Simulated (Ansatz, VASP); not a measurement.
## One calculation of GaGe, two programs

File INCAR:

```
PREC = Accurate
ENCUT = 520
EDIFF = 1E-7
ISMEAR = 0
SIGMA = 0.025
LREAL = F
LASPH = T
NELM = 80
ALGO = Normal
ISIF = 2
LWAVE = F
LCHARG = F
GGA = PE
NBANDS = 20
```

File KPOINTS:

```
Automatic mesh
0
Gamma
  8 8 8
```

POSCAR

```
GaGe
1.0
    0.0000000000      2.8978440000      2.8978440000
    2.8978440000      0.0000000000      2.8978440000
    2.8978440000      2.8978440000      0.0000000000
Ge Ga
1 1
Direct
    0.0000000000      0.0000000000      0.0000000000
    0.2500000000      0.2500000000      0.2500000000
```

Contents of input.yaml:

```yaml
crystal:
  lattice:
    - [0.0, 2.897844, 2.897844]
    - [2.897844, 0.0, 2.897844]
    - [2.897844, 2.897844, 0.0]
  atoms:
    - { symbol: Ge, position: [0.0, 0.0, 0.0] }
    - { symbol: Ga, position: [0.25, 0.25, 0.25] }
hamiltonian:
  xc: pbe
  pseudopotentials: { kind: paw }
kpoints:
  mp_grid: { grid: [8, 8, 8] }
scf:
  occupations: { method: gaussian, width: 0.025 }
output:
  forces: true
  stress: true
  eigenvalues: true
  write_density: true
  write_potential: true
  elf: true
  volumetric_format: npy
```

Alike in both runs: task single point; functional PBE; k mesh 8 × 8 × 8; occupations gaussian, width 0.025 eV; no spin polarisation.

```csv
,VASP,Ansatz
version,VASP 6.6.1,Ansatz 0.2.0
potentials or method,"VASP PAW PBE potentials, release 64 (Ge_d, Ga_d)",Ansatz PAW
plane-wave cutoff (eV),520,420
valence electrons in the cell,27,27
```

```tsv
	VASP	Ansatz	Ansatz less VASP
gap on the k mesh at the Fermi level (eV)	none	none	-
pressure (GPa)	0.3	0.2	-0.05
```

A gap of «none» marks a metal or a gap that the smearing closes. With one functional, cell and mesh, what is left measures potentials, basis and numerics.
